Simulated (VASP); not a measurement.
# Ta16H3N17 in VASP: notebook

The runs below take Ta16H3N17 through single point, with PBE.

Everything below comes from runs of VASP 6.6.1. Logs are shortened: lines on timing, memory, paths and dates and some standing lists are left out, and cuts for length are marked.

## 1. The cell of the first run

The cell holds a slab with vacuum, 36 atoms: a = 5.900 Å, b = 8.271 Å, c = 25.674 Å, α = 90.00°, β = 90.00°, γ = 110.90°.

## 2. Single point, PBE

Input file INCAR:

```
ALGO     = Normal         # electronic algorithm
DIPOL    = 0.5 0.5 0.452
EDIFF    = 1E-7           # SCF threshold, eV
ENCUT    = 520            # plane-wave cutoff, eV
GGA      = PE             # functional
IDIPOL   = 3            
ISIF     = 2              # what is computed and relaxed
ISMEAR   = 0              # smearing method
KPAR     = 4            
LASPH    = T              # aspherical terms in the spheres
LCHARG   = F              # write CHGCAR
LDIPOL   = T            
LREAL    = Auto         
LWAVE    = F              # write WAVECAR
NBANDS   = 156            # bands
NELM     = 80             # most SCF steps
PREC     = Accurate       # precision mode
SIGMA    = 0.1            # smearing width, eV
```

Input file KPOINTS:

```
k-points
0
Gamma
  4 3 1
```

Input file POSCAR:

```
Ta16H3N17
1.0
    5.9003693593      0.0000000000      0.0000000000
   -2.9501846797      7.7265186178      0.0000000000
    0.0000000000      0.0000000000     25.6741554068
Ta N H
16 17 3
Direct
    0.2161193710      0.9322387421      0.3115973972
    0.2161193710      0.4322387421      0.3115973972
    0.7161193710      0.9322387421      0.3115973972
    0.7161193710      0.4322387421      0.3115973972
    0.0754626162      0.6509252325      0.3862412352
    0.0754626162      0.1509252325      0.3862412352
    0.5754626162      0.6509252325      0.3862412352
    0.5754626162      0.1509252325      0.3862412352
    0.9346289959      0.3716222624      0.4614319925
    0.9360463693      0.8716468529      0.4615784153
    0.4372668972      0.3716959390      0.4614406782
    0.4357069878      0.8712274880      0.4616489789
    0.7908386957      0.0828599053      0.5350067824
    0.7942972904      0.5882050460      0.5363648498
    0.2923240844      0.0833214033      0.5349881157
    0.2878145603      0.5754817207      0.5339228685
    0.8593432452      0.7186864905      0.3240380369
    0.8593432452      0.2186864905      0.3240380369
    0.3593432452      0.7186864905      0.3240380369
    0.3593432452      0.2186864905      0.3240380369
    0.7186864905      0.4373729810      0.3986818749
    0.7186864905      0.9373729810      0.3986818749
    0.2186864905      0.4373729810      0.3986818749
    0.2186864905      0.9373729810      0.3986818749
    0.5784683939      0.1565563857      0.4734714189
    0.5795402201      0.6568345122      0.4738475144
    0.0782430674      0.1562845867      0.4733135511
    0.0776087996      0.6567216691      0.4738422001
    0.4476185145      0.8958226338      0.5454234850
    0.4430369073      0.3895360376      0.5446934499
    0.9475389314      0.8947182563      0.5455988378
    0.9470091243      0.3889654030      0.5445496062
   -0.1915851617      0.5961992758      0.6260081798
   -0.0533930134      0.7040622267      0.6385110418
   -0.1656585375      0.4873036882      0.6391602907
   -0.3505161547      0.5991333056      0.6411239333
```

Potentials or basis: VASP PAW PBE potentials, release 64 (Ta_pv, N, H).

Started as:

```bash
cat potpaw_PBE.64/Ta_pv/POTCAR potpaw_PBE.64/N/POTCAR potpaw_PBE.64/H/POTCAR > POTCAR
mpirun -np 4 vasp_std > vasp.out
```

OUTCAR:

```text
EDIFF = 1E-7
   ENCUT = 520
   GGA = PE
   ISIF = 2
   ISMEAR = 0
   LASPH = T
   LREAL = Auto
   NELM = 80
   PREC = Accurate

 ion  position               nearest neighbor table
   1  0.216  0.932  0.312-  20 2.24  17 2.24  19 2.24  24 2.24   5 2.90   8 2.95   6 2.95   3 2.95
                             3 2.95
   2  0.216  0.432  0.312-  19 2.24  18 2.24  20 2.24  23 2.24   6 2.90   7 2.95   5 2.95   4 2.95
                             4 2.95
   3  0.716  0.932  0.312-  18 2.24  19 2.24  17 2.24  22 2.24   7 2.90   6 2.95   8 2.95   1 2.95
                             1 2.95
   4  0.716  0.432  0.312-  17 2.24  20 2.24  18 2.24  21 2.24   8 2.90   5 2.95   7 2.95   2 2.95
                             2 2.95
   5  0.075  0.651  0.386-  21 2.24  19 2.24  17 2.24  23 2.24  24 2.24  28 2.25   9 2.90   1 2.90
                             4 2.95   2 2.95   7 2.95   7 2.95  10 2.97  12 2.97
   6  0.075  0.151  0.386-  27 2.24  22 2.24  20 2.24  18 2.24  24 2.24  23 2.24   2 2.90  10 2.90
                             3 2.95   1 2.95   8 2.95   8 2.95   9 2.97  11 2.97
   7  0.575  0.651  0.386-  23 2.24  17 2.24  19 2.24  21 2.24  22 2.24  26 2.25  11 2.90   3 2.90
                             2 2.95   4 2.95   5 2.95   5 2.95  12 2.97  10 2.97
   8  0.575  0.151  0.386-  24 2.24  18 2.24  20 2.24  22 2.24  21 2.24  25 2.24   4 2.90  12 2.90
                             1 2.95   3 2.95   6 2.95   6 2.95  11 2.96   9 2.96
   9  0.935  0.372  0.461-  32 2.14  28 2.23  25 2.24  21 2.24  23 2.25  27 2.25  16 2.85   5 2.90
[... 21 lines left out ...]
  23  0.219  0.437  0.399-   7 2.24   5 2.24   6 2.24   2 2.24   9 2.25  11 2.25
  24  0.219  0.937  0.399-   8 2.24   6 2.24   5 2.24   1 2.24  10 2.24  12 2.25
  25  0.578  0.157  0.473-  12 2.23  15 2.23  13 2.23   9 2.24  11 2.24   8 2.24
  26  0.580  0.657  0.474-  11 2.23  16 2.23  10 2.24  14 2.24  12 2.24   7 2.25
  27  0.078  0.156  0.473-  10 2.22   6 2.24  15 2.24  13 2.24   9 2.25  11 2.25
  28  0.078  0.657  0.474-   9 2.23  16 2.23  10 2.24  14 2.24  12 2.24   5 2.25
  29  0.448  0.896  0.545-  15 2.08  13 2.08  12 2.16  16 2.49
  30  0.443  0.390  0.545-  16 2.07  11 2.14  14 2.15  15 2.38
  31  0.948  0.895  0.546-  13 2.09  15 2.09  10 2.16  14 2.38
  32  0.947  0.389  0.545-  16 2.07   9 2.14  14 2.15  13 2.38
  33  0.808  0.596  0.626-  34 1.02  36 1.02  35 1.02  14 2.30
  34  0.947  0.704  0.639-  33 1.02
  35  0.834  0.487  0.639-  33 1.02
  36  0.649  0.599  0.641-  33 1.02

  LATTYP: Found a base centered orthorhombic cell.
 ALAT       =     5.9003693593
 B/A-ratio  =     2.6189948958
 C/A-ratio  =     4.3512793595

  Lattice vectors:

 A1 = (   2.9501846797,  -7.7265186178,   0.0000000000)
 A2 = (   2.9501846796,   7.7265186178,   0.0000000000)
 A3 = (   0.0000000000,   0.0000000000,  25.6741554068)

Analysis of symmetry for initial positions (statically):
=====================================================================
 Subroutine PRICEL returns:
 Original cell was already a primitive cell.

 Routine SETGRP: Setting up the symmetry group for a
 base centered orthorhombic supercell.

 Subroutine GETGRP returns: Found  1 space group operations
 (whereof  1 operations were pure point group operations)
 out of a pool of  8 trial point group operations.

The static configuration has the point symmetry C_1 .

Analysis of symmetry for dynamics (positions and initial velocities):
=====================================================================
 Subroutine PRICEL returns:
 Original cell was already a primitive cell.

 Routine SETGRP: Setting up the symmetry group for a
 base centered orthorhombic supercell.

 Subroutine GETGRP returns: Found  1 space group operations
 (whereof  1 operations were pure point group operations)
 out of a pool of  8 trial point group operations.

The dynamic configuration has the point symmetry C_1 .

 Subroutine INISYM returns: Found  1 space group operations
 (whereof  1 operations are pure point group operations),
 and found     1 'primitive' translations

----------------------------------------------------------------------------------------

                                     Primitive cell

  volume of cell :    1170.4671

  direct lattice vectors                    reciprocal lattice vectors
     5.900369359  0.000000000  0.000000000     0.169480915  0.064712198  0.000000000
    -2.950184680  7.726518618  0.000000000     0.000000000  0.129424395  0.000000000
     0.000000000  0.000000000 25.674155407     0.000000000  0.000000000  0.038949675

  length of vectors
     5.900369359  8.270591248 25.674155407     0.181415129  0.129424395  0.038949675

[... 116 lines left out ...]

 WARNING: IBZKPT: internal override: KBLOWUP is changed to .FALSE.
      ... skipping the blow-up phase ...

 Subroutine IBZKPT returns following result:
 ===========================================

 Found      7 irreducible k-points:

 Following reciprocal coordinates:
            Coordinates               Weight
  0.000000  0.000000  0.000000      1.000000
  0.250000 -0.000000  0.000000      2.000000
  0.500000 -0.000000  0.000000      1.000000
  0.000000  0.333333  0.000000      2.000000
  0.250000  0.333333  0.000000      2.000000
  0.500000  0.333333  0.000000      2.000000
 -0.250000  0.333333  0.000000      2.000000
   k-points           NKPTS =      7   k-points in BZ     NKDIM =      7   number of bands    NBANDS=    156
   number of dos      NEDOS =    301   number of ions     NIONS =     36
   total plane-waves  NPLWV = 589824
   dimension x,y,z NGX =    48 NGY =   64 NGZ =  192
   dimension x,y,z NGXF=    96 NGYF=  128 NGZF=  384
   ions per type =              16  17   3
   NGX,Y,Z   is equivalent  to a cutoff of  13.52, 12.86, 12.43 a.u.
   NGXF,Y,Z  is equivalent  to a cutoff of  27.05, 25.73, 24.86 a.u.
 SYSTEM =  unknown system
   PREC   = accura    normal or accurate (medium, high low for compatibility)
   ISTART =      0    job   : 0-new  1-cont  2-samecut
   ICHARG =      2    charge: 1-file 2-atom 10-const
   ISPIN  =      1    spin polarized calculation?
   LNONCOLLINEAR =      F non collinear calculations
   LSORBIT =      F    spin-orbit coupling
   LASPH  =      T    aspherical Exc in radial PAW
   ENCUT  =  520.0 eV  38.22 Ry    6.18 a.u.  10.97 15.38 47.74*2*pi/ulx,y,z
   NELM   =     80;   NELMIN=  2; NELMDL= -5     # of ELM steps
   EDIFF  = 0.1E-06   stopping-criterion for ELM
   LREAL  =      T    real-space projection
   EDIFFG = 0.1E-05   stopping-criterion for IOM
   NSW    =      0    number of steps for IOM
   IBRION =     -1    ionic relax: 0-MD 1-quasi-New 2-CG
   NFREE  =      0    steps in history (QN), initial steepest desc. (CG)
   ISIF   =      2    stress and relaxation
   ISYM   =      2    0-nonsym 1-usesym 2-fastsym
   POTIM  = 0.5000    time-step for ionic-motion
   TEBEG  =    0.0;   TEEND  =   0.0 temperature during run
   PSTRESS=    0.0 pullay stress
   NELECT =     264.0000    total number of electrons
   NUPDOWN=      -1.0000    fix difference up-down
   EMIN   =  10.00;   EMAX   =-10.00  energy-range for DOS
   EFERMI =   0.00;   METHOD = LEGACY
   ISMEAR =     0;   SIGMA  =   0.10  broadening in eV -4-tet -1-fermi 0-gaus
   EFERMI_NEDOS =   21; number of points for ismear=-14 and -15
   IALGO  =     38    algorithm
   IMIX   =      4    mixing-type and parameters
     AMIX     =   0.40;   BMIX     =  1.00
     AMIX_MAG =   1.60;   BMIX_MAG =  1.00
  volume/ion in A,a.u.               =      32.51       219.41
  Fermi-wavevector in a.u.,A,eV,Ry     =   0.996529  1.883166 13.511525  0.993069
  Thomas-Fermi vector in A             =   2.128623
   LORBIT       =      0    0 simple, 1 ext, 2 COOP (PROOUT), +10 PAW based schemes
   GGA     = PE    functional components
   LHFCALC =     F    Hartree Fock is set to
   AEXX    =    0.0000 exact exchange contribution
   IVDW    =     0    specifies the selected vdW correction
   LEPSILON=     F    determine dielectric tensor
   LRPA    =     F    only Hartree local field effects (RPA)
 non-spin polarized calculation
 Gauss-broadening in eV      SIGMA  =   0.10
  energy-cutoff  :      520.00
  volume of cell :     1170.47
 maximum number of plane-waves:     31562
 NGX is ok and might be reduce to    48
   NGX = 21   NGY = 31   NGZ = 95

 dipolmoment           0.000000      0.000000      0.192419 electrons x Angstroem

 number of electron     263.9999999 magnetization

 dipolmoment           0.000000      0.000000     -0.534453 electrons x Angstroem

 Free energy of the ion-electron system (eV)
  ---------------------------------------------------
  ext. energy  EPLUGINS =         0.00000000
  ---------------------------------------------------
  free energy    TOTEN  =      -362.53571712 eV

  energy without entropy =     -362.41908755  energy(sigma->0) =     -362.47740233

 E-fermi :   0.3421     XC(G=0):  -5.0671

 val. band max:        0.3315237223   @ k =   0.0000   0.3333   0.0000
 cond. band min:       0.3754387933   @ k =   0.2500   0.3333   0.0000
 fundamental gap:      0.0439150711
 Fermi energy:         0.3421058739

 k-point     1 :       0.0000    0.0000    0.0000
  band No.  band energies     occupation
      1     -35.3749      2.00000
      2     -35.3213      2.00000
      3     -35.2566      2.00000
      4     -35.2284      2.00000
      5     -35.1858      2.00000
      6     -35.1646      2.00000
[... 1018 lines left out ...]
    143       1.8142      0.00000
    144       2.0247      0.00000
 [bands above 144 left out]

------------------------ aborting loop because EDIFF is reached ----------------------------------------

 vacuum level on the upper side and lower side of the slab       (xc-potential included)        -1.104         0.965

  FORCE on cell =-STRESS in cart. coord.  units (eV):
  Direction    XX          YY          ZZ          XY          YZ          ZX
  --------------------------------------------------------------------------------------
  -------------------------------------------------------------------------------------
  Total      -10.7916114    -43.4653280     -6.6307358     -0.1985554      1.0824753     -0.0472280
  in kB      -14.7719443    -59.4968981     -9.0763887     -0.2717897      1.4817310     -0.0646474
  external PRESSURE =     -27.7817437 kB  Pullay stress =       0.0000000 kB

 VOLUME and BASIS-vectors are now :
 -----------------------------------------------------------------------------
  energy-cutoff  :      520.00
  volume of cell :     1170.47
      direct lattice vectors                 reciprocal lattice vectors
     5.900369359  0.000000000  0.000000000     0.169480915  0.064712198  0.000000000
    -2.950184680  7.726518618  0.000000000     0.000000000  0.129424395  0.000000000
     0.000000000  0.000000000 25.674155407     0.000000000  0.000000000  0.038949675

 POSITION                                       TOTAL-FORCE (eV/Angst)
 -----------------------------------------------------------------------------------
     -1.47509      7.20296      8.00000        -0.001778      0.253031      0.471980
     -0.00000      3.33970      8.00000         0.003181      0.266439      0.503604
      1.47509      7.20296      8.00000         0.008374      0.248063      0.480062
      2.95018      3.33970      8.00000         0.003849      0.244149      0.449432
     -1.47509      5.02939      9.91642        -0.056413      0.205676     -0.543703
     -0.00000      1.16613      9.91642         0.005446      0.189497     -0.543299
[... 28 lines left out ...]
      3.48529      3.76516     16.40990         0.002908     -0.008384     -0.010108
      2.06464      4.62921     16.46032        -0.000448     -0.002223     -0.016065
 -----------------------------------------------------------------------------------
    total drift:                               -0.008685      0.000414      0.008153

  FREE ENERGIE OF THE ION-ELECTRON SYSTEM (eV)
  ---------------------------------------------------
  free  energy   TOTEN  =      -362.5357171157 eV

  energy  without entropy=     -362.4190875479  energy(sigma->0) =     -362.47740233

 vacuum level on the upper side and lower side of the slab         2.360         4.474
```

Run time: 24 min. Hardware: 4 MPI ranks of Intel Xeon Platinum 8488C (Sapphire Rapids), shared host; peak memory 1.7 GiB.

Results:

```
Free energy            : -362.5357 eV
Largest force          : 0.703 eV/Å
Band gap on the k mesh : zero (bands 132 and 133 overlap by 0.38 eV)
```

Forces in eV/Å, atoms in the order of the input:
```
Ta  -0.002  0.253  0.472
Ta   0.003  0.266  0.504
Ta   0.008  0.248  0.480
Ta   0.004  0.244  0.449
Ta  -0.056  0.206 -0.544
Ta   0.005  0.189 -0.543
Ta   0.057  0.212 -0.541
Ta   0.000  0.162 -0.528
Ta   0.001 -0.007 -0.010
Ta   0.000 -0.005 -0.016
Ta  -0.002  0.001 -0.008
Ta  -0.004 -0.001 -0.008
Ta  -0.013  0.034  0.031
Ta  -0.010  0.021  0.043
Ta   0.006  0.026  0.027
Ta  -0.005  0.044  0.045
N   -0.004 -0.504  0.490
N   -0.012 -0.485  0.467
N   -0.002 -0.504  0.460
N    0.009 -0.486  0.470
N   -0.005  0.106 -0.478
N   -0.001  0.032 -0.445
N   -0.002  0.057 -0.517
N    0.002  0.035 -0.438
N    0.002  0.000  0.000
N   -0.004 -0.003  0.000
N    0.004 -0.002  0.001
N    0.004  0.003  0.002
N    0.004 -0.030  0.033
N    0.011 -0.019  0.042
N    0.003 -0.027  0.031
N   -0.006 -0.030  0.040
N   -0.002 -0.028  0.040
H    0.001  0.000 -0.024
H    0.003 -0.008 -0.010
H    0.000 -0.002 -0.016
```

Levels at points of the mesh, in eV from the Fermi level:
```
           k point  band 129  band 130  band 131  band 132  band 133  band 134
(0.00, 0.00, 0.00)     -0.34     -0.11      0.15      0.23      0.32      0.33
(0.50, 0.00, 0.00)     -0.66     -0.55     -0.19     -0.17     -0.14     -0.14
```

Caveat: spin-orbit coupling is left out, which moves the levels of the heavy elements.

(Continued in part 2 of 2.)

The gap in the log of VASP goes by the Fermi energy; the results here count the filled bands.